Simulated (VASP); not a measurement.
# Mg3Sb2 (P-3m1) in VASP: relaxation of the atoms with PBE

Aim: the relaxation of the atoms of Mg3Sb2 with PBE.

Program: VASP 6.6.1. These are calculated values, not measurements. Logs are shortened: lines on timing, memory, paths and dates and some standing lists are left out, and cuts for length are marked.

### 1 The cell of the first run

It takes space group P-3m1 (No. 164, trigonal). The conventional cell has a = 4.594 Å, b = 4.594 Å, c = 7.420 Å, α = 90.00°, β = 90.00°, γ = 120.00°. Mg (site symmetry 3m) has 4 Sb at 2.86 to 3.01 Å and 3 Mg at 3.30 Å within 3.8 Å. Mg (site symmetry -3m) has 6 Sb at 3.14 Å and 6 Mg at 3.81 Å within 4.1 Å. Within 3.8 Å of Sb (site symmetry 3m) lie 7 Mg at 2.86 to 3.14 Å.

### 2 Relaxation of the atoms, PBE (strain along c alone, the other axes held: +2.0 %)

Input file INCAR:

```
PREC = Accurate ; ENCUT = 520
EDIFF = 1E-7 ; ISMEAR = 0
SIGMA = 0.01 ; LREAL = F
LASPH = T ; NELM = 120
ALGO = Normal ; ISIF = 2
LWAVE = F ; LCHARG = F
GGA = PE ; IBRION = 2
NSW = 60 ; EDIFFG = -0.008
GGA_COMPAT = F ; NELMIN = 4
KPAR = 4
```

Input file KPOINTS:

```
Automatic mesh
0
Gamma
  12 12 6
```

Input file POSCAR:

```
Mg3Sb2
1.0
    4.5938670597      0.0000000000      0.0000000000
   -2.2969335298      3.9784055753      0.0000000000
    0.0000000000      0.0000000000      7.4197609360
Mg Sb
3 2
Direct
    0.3333333333      0.6666666667      0.6319625079
    0.6666666667      0.3333333333      0.3680374921
    0.0000000000      0.0000000000      0.0000000000
    0.3333333333      0.6666666667      0.2256274200
    0.6666666667      0.3333333333      0.7743725800
```

Potentials or basis: VASP PAW PBE potentials, release 64 (Mg, Sb).

The run is started by

```
cat potpaw_PBE.64/Mg/POTCAR potpaw_PBE.64/Sb/POTCAR > POTCAR
mpirun -np 4 vasp_std > vasp.out
```

OUTCAR:

```text
PREC = Accurate
   ENCUT = 520
   EDIFF = 1E-7
   ISMEAR = 0
   LREAL = F
   LASPH = T
   NELM = 120
   ISIF = 2
   GGA = PE
   IBRION = 2
   NSW = 60
   EDIFFG = -0.008
   NELMIN = 4

 ion  position               nearest neighbor table
   1  0.333  0.667  0.632-   5 2.86   5 2.86   5 2.86   4 3.01   2 3.30   2 3.30   2 3.30
   2  0.667  0.333  0.368-   4 2.86   4 2.86   4 2.86   5 3.01   1 3.30   1 3.30   1 3.30
   3  0.000  0.000  0.000-   4 3.14   5 3.14   4 3.14   5 3.14   5 3.14   4 3.14
   4  0.333  0.667  0.226-   2 2.86   2 2.86   2 2.86   1 3.01   3 3.14   3 3.14   3 3.14
   5  0.667  0.333  0.774-   1 2.86   1 2.86   1 2.86   2 3.01   3 3.14   3 3.14   3 3.14

  LATTYP: Found a hexagonal cell.
 ALAT       =     4.5938670597
 C/A-ratio  =     1.6151448964

  Lattice vectors:

 A1 = (   4.5938670597,   0.0000000000,   0.0000000000)
 A2 = (  -2.2969335298,   3.9784055753,   0.0000000000)
 A3 = (   0.0000000000,   0.0000000000,   7.4197609360)

Analysis of symmetry for initial positions (statically):
=====================================================================
 Subroutine PRICEL returns:
 Original cell was already a primitive cell.

 Routine SETGRP: Setting up the symmetry group for a
 hexagonal supercell.

 Subroutine GETGRP returns: Found 12 space group operations
 (whereof 12 operations were pure point group operations)
 out of a pool of 24 trial point group operations.

The static configuration has the point symmetry D_3d.

Analysis of symmetry for dynamics (positions and initial velocities):
=====================================================================
 Subroutine PRICEL returns:
 Original cell was already a primitive cell.

 Routine SETGRP: Setting up the symmetry group for a
 hexagonal supercell.

 Subroutine GETGRP returns: Found 12 space group operations
 (whereof 12 operations were pure point group operations)
 out of a pool of 24 trial point group operations.

The dynamic configuration has the point symmetry D_3d.

 Subroutine INISYM returns: Found 12 space group operations
 (whereof 12 operations are pure point group operations),
 and found     1 'primitive' translations

----------------------------------------------------------------------------------------

                                     Primitive cell

  volume of cell :     135.6055

  direct lattice vectors                    reciprocal lattice vectors
     4.593867060  0.000000000  0.000000000     0.217681528  0.125678489  0.000000000
    -2.296933530  3.978405575  0.000000000     0.000000000  0.251356977  0.000000000
     0.000000000  0.000000000  7.419760936     0.000000000  0.000000000  0.134775232

  length of vectors
     4.593867060  4.593867060  7.419760936     0.251356977  0.251356977  0.134775232

  position of ions in fractional coordinates (direct lattice)
     0.333333333  0.666666667  0.631962508
     0.666666667  0.333333333  0.368037492
     0.000000000  0.000000000  0.000000000
     0.333333333  0.666666667  0.225627420
     0.666666667  0.333333333  0.774372580

  ion indices of the primitive-cell ions
   primitive index   ion index
                 1           1
                 2           2
                 3           3
                 4           4
                 5           5

----------------------------------------------------------------------------------------

 KPOINTS: Automatic mesh

Automatic generation of k-mesh.
 Grid dimensions read from file:
 generate k-points for:   12   12    6

 Generating k-lattice:

  Cartesian coordinates                     Fractional coordinates (reciprocal lattice)
     0.018140127  0.010473207  0.000000000     0.083333333  0.000000000  0.000000000
     0.000000000  0.020946415  0.000000000     0.000000000  0.083333333  0.000000000
     0.000000000  0.000000000  0.022462539     0.000000000  0.000000000  0.166666667

  Length of vectors
     0.020946415  0.020946415  0.022462539

  Shift w.r.t. Gamma in fractional coordinates (k-lattice)
     0.000000000  0.000000000  0.000000000

 Subroutine IBZKPT returns following result:
 ===========================================

 Found    100 irreducible k-points:

 Following reciprocal coordinates:
            Coordinates               Weight
  0.000000  0.000000  0.000000      1.000000
  0.083333  0.000000  0.000000      6.000000
  0.166667  0.000000  0.000000      6.000000
  0.250000  0.000000  0.000000      6.000000
  0.333333  0.000000  0.000000      6.000000
  0.416667 -0.000000  0.000000      6.000000
[... 16 lines left out ...]
  0.166667  0.000000  0.166667      6.000000
  0.000000  0.166667  0.166667      6.000000
 [... further k-points ...]
   k-points           NKPTS =    100   k-points in BZ     NKDIM =    100   number of bands    NBANDS=     12
   number of dos      NEDOS =    301   number of ions     NIONS =      5
   total plane-waves  NPLWV =  72576
   dimension x,y,z NGX =    36 NGY =   36 NGZ =   56
   dimension x,y,z NGXF=    72 NGYF=   72 NGZF=  112
   ions per type =               3   2
   NGX,Y,Z   is equivalent  to a cutoff of  13.03, 13.03, 12.55 a.u.
   NGXF,Y,Z  is equivalent  to a cutoff of  26.06, 26.06, 25.09 a.u.
 SYSTEM =  unknown system
   PREC   = accura    normal or accurate (medium, high low for compatibility)
   ISTART =      0    job   : 0-new  1-cont  2-samecut
   ICHARG =      2    charge: 1-file 2-atom 10-const
   ISPIN  =      1    spin polarized calculation?
   LNONCOLLINEAR =      F non collinear calculations
   LSORBIT =      F    spin-orbit coupling
   LASPH  =      T    aspherical Exc in radial PAW
   ENCUT  =  520.0 eV  38.22 Ry    6.18 a.u.   8.54  8.54 13.80*2*pi/ulx,y,z
   NELM   =    120;   NELMIN=  4; NELMDL= -5     # of ELM steps
   EDIFF  = 0.1E-06   stopping-criterion for ELM
   LREAL  =      F    real-space projection
   EDIFFG = -.8E-02   stopping-criterion for IOM
   NSW    =     60    number of steps for IOM
   IBRION =      2    ionic relax: 0-MD 1-quasi-New 2-CG
   NFREE  =      1    steps in history (QN), initial steepest desc. (CG)
   ISIF   =      2    stress and relaxation
   ISYM   =      2    0-nonsym 1-usesym 2-fastsym
   POTIM  = 0.5000    time-step for ionic-motion
   TEBEG  =    0.0;   TEEND  =   0.0 temperature during run
   PSTRESS=    0.0 pullay stress
   NELECT =      16.0000    total number of electrons
   NUPDOWN=      -1.0000    fix difference up-down
   EMIN   =  10.00;   EMAX   =-10.00  energy-range for DOS
   EFERMI =   0.00;   METHOD = LEGACY
   ISMEAR =     0;   SIGMA  =   0.01  broadening in eV -4-tet -1-fermi 0-gaus
   EFERMI_NEDOS =   21; number of points for ismear=-14 and -15
   IALGO  =     38    algorithm
   IMIX   =      4    mixing-type and parameters
     AMIX     =   0.40;   BMIX     =  1.00
     AMIX_MAG =   1.60;   BMIX_MAG =  1.00
  volume/ion in A,a.u.               =      27.12       183.02
  Fermi-wavevector in a.u.,A,eV,Ry     =   0.802951  1.517357  8.772088  0.644730
  Thomas-Fermi vector in A             =   1.910726
   LORBIT       =      0    0 simple, 1 ext, 2 COOP (PROOUT), +10 PAW based schemes
   GGA     = PE    functional components
   LHFCALC =     F    Hartree Fock is set to
   AEXX    =    0.0000 exact exchange contribution
   IVDW    =     0    specifies the selected vdW correction
   LEPSILON=     F    determine dielectric tensor
   LRPA    =     F    only Hartree local field effects (RPA)
 conjugate gradient relaxation of ions
 non-spin polarized calculation
 Gauss-broadening in eV      SIGMA  =   0.01
  energy-cutoff  :      520.00
  volume of cell :      135.61
 maximum number of plane-waves:      3693
 NGX is ok and might be reduce to    36
   NGX = 17   NGY = 17   NGZ = 27

--------------------------------------- Ionic step        1  -------------------------------------------

 number of electron      15.9999999 magnetization

 Free energy of the ion-electron system (eV)
  ---------------------------------------------------
  ext. energy  EPLUGINS =         0.00000000
  ---------------------------------------------------
  free energy    TOTEN  =       -14.63526636 eV

  energy without entropy =      -14.63526636  energy(sigma->0) =      -14.63526636

------------------------ aborting loop because EDIFF is reached ----------------------------------------

  FORCE on cell =-STRESS in cart. coord.  units (eV):
  Direction    XX          YY          ZZ          XY          YZ          ZX
  --------------------------------------------------------------------------------------
  -------------------------------------------------------------------------------------
  Total       -0.2843774     -0.2843774     -1.3129639     -0.0000000      0.0000000      0.0000000
  in kB       -3.3599147     -3.3599147    -15.5126498     -0.0000000      0.0000000      0.0000000
  external PRESSURE =      -7.4108264 kB  Pullay stress =       0.0000000 kB
[... 63 lines left out ...]
  energy  without entropy=      -14.6356862550  energy(sigma->0) =      -14.63568626

--------------------------------------- Ionic step        3  -------------------------------------------

 number of electron      15.9999998 magnetization

 Free energy of the ion-electron system (eV)
  ---------------------------------------------------
  ext. energy  EPLUGINS =         0.00000000
  ---------------------------------------------------
  free energy    TOTEN  =       -14.63620518 eV

  energy without entropy =      -14.63620518  energy(sigma->0) =      -14.63620518

 E-fermi :   4.1561     XC(G=0):  -8.6660

 val. band max:        4.0806343634   @ k =   0.0000   0.0000   0.0000
 cond. band min:       4.2401631676   @ k =   0.0000   0.4167   0.3333
 fundamental gap:      0.1595288041
 Fermi energy:         4.1561316172

 k-point     1 :       0.0000    0.0000    0.0000
  band No.  band energies     occupation
      1      -5.9453      2.00000
      2      -4.8244      2.00000
      3      -0.6372      2.00000
      4       3.2096      2.00000
      5       3.2096      2.00000
      6       3.8529      2.00000
      7       3.8529      2.00000
      8       4.0806      2.00000
      9       5.1004      0.00000
     10       5.4745      0.00000
     11       7.2999      0.00000
     12       7.2999      0.00000
[... 331 lines left out ...]
 k-point    24 :       0.0000    0.1667    0.1667
  band No.  band energies     occupation
      1      -5.7115      2.00000
      2      -4.8121      2.00000
      3      -0.2100      2.00000
      4       1.8822      2.00000
      5       2.3866      2.00000
      6       2.8426      2.00000
      7       3.6143      2.00000
      8       3.6598      2.00000
      9       5.5755      0.00000
     10       6.3850      0.00000
     11       7.4342      0.00000
     12       7.6693      0.00000

 [... further k-points ...]
[... 5 lines left out ...]
  --------------------------------------------------------------------------------------
  -------------------------------------------------------------------------------------
  Total       -0.2680076     -0.2680076     -1.2138193     -0.0000000      0.0000000      0.0000000
  in kB       -3.1665055     -3.1665055    -14.3412575     -0.0000000      0.0000000      0.0000000
  external PRESSURE =      -6.8914229 kB  Pullay stress =       0.0000000 kB
[... 20 lines left out ...]
  FREE ENERGIE OF THE ION-ELECTRON SYSTEM (eV)
  ---------------------------------------------------
  free  energy   TOTEN  =       -14.6362051813 eV

  energy  without entropy=      -14.6362051813  energy(sigma->0) =      -14.63620518

 reached required accuracy - stopping structural energy minimisation
```

Wall time 44 s (4 MPI ranks of Intel Xeon 6975P-C (Granite Rapids), shared host); peak memory 0.39 GiB.

What came out:

| Property | Result |
| --- | --- |
| Free energy | -14.6362 eV |
| Energy gained by relaxing | 0.2 meV/atom |
| Ionic steps | 3 |
| Pressure after relaxing | -0.7 GPa |
| Largest force after relaxing | 0.007 eV/Å |
| Band gap on the k mesh | 0.16 eV, indirect (least direct gap 1.02 eV) |

Forces on the atoms (eV/Å):
```
Mg   0.000  0.000 -0.007
Mg   0.000  0.000  0.007
Mg   0.000  0.000  0.000
Sb   0.000  0.000 -0.007
Sb   0.000  0.000  0.007
```

The path:
```tsv
step	energy change (eV)	largest force (eV/Å)	pressure (GPa)
1	0.0000	0.0597	-0.74
2	-0.0004	0.0432	-0.73
3	-0.0009	0.0073	-0.69
```

Final structure:
```
Mg Sb
1.0
     4.59387    0.00000    0.00000
    -2.29693    3.97841    0.00000
     0.00000    0.00000    7.41976
Mg Sb
3 2
Direct
  0.33333 0.66667 0.63098
  0.66667 0.33333 0.36902
  0.00000 0.00000 0.00000
  0.33333 0.66667 0.22718
  0.66667 0.33333 0.77282
```

Levels at points of the mesh, in eV from the valence-band top:
| k point | band 5 | band 6 | band 7 | band 8 | band 9 | band 10 | band 11 | band 12 |
| --- | --- | --- | --- | --- | --- | --- | --- | --- |
| (0.00, 0.00, 0.00) | -0.87 | -0.23 | -0.23 | 0.00 | 1.02 | 1.39 | 3.22 | 3.22 |
| (0.50, 0.00, 0.00) | -3.04 | -2.06 | -2.04 | -0.75 | 0.55 | 2.01 | 2.19 | 2.91 |
| (0.00, 0.00, 0.50) | -0.60 | -0.60 | -0.52 | -0.52 | 1.92 | 1.93 | 2.89 | 2.89 |
| (0.50, 0.00, 0.50) | -1.62 | -1.59 | -1.44 | -1.42 | 0.47 | 1.35 | 1.79 | 2.30 |

Caveat: the cell differs from its parent crystal (strain along c alone, the other axes held: +2.0 %); spin-orbit coupling is left out, which moves the levels of the heavy elements. A k mesh can miss the band edges.
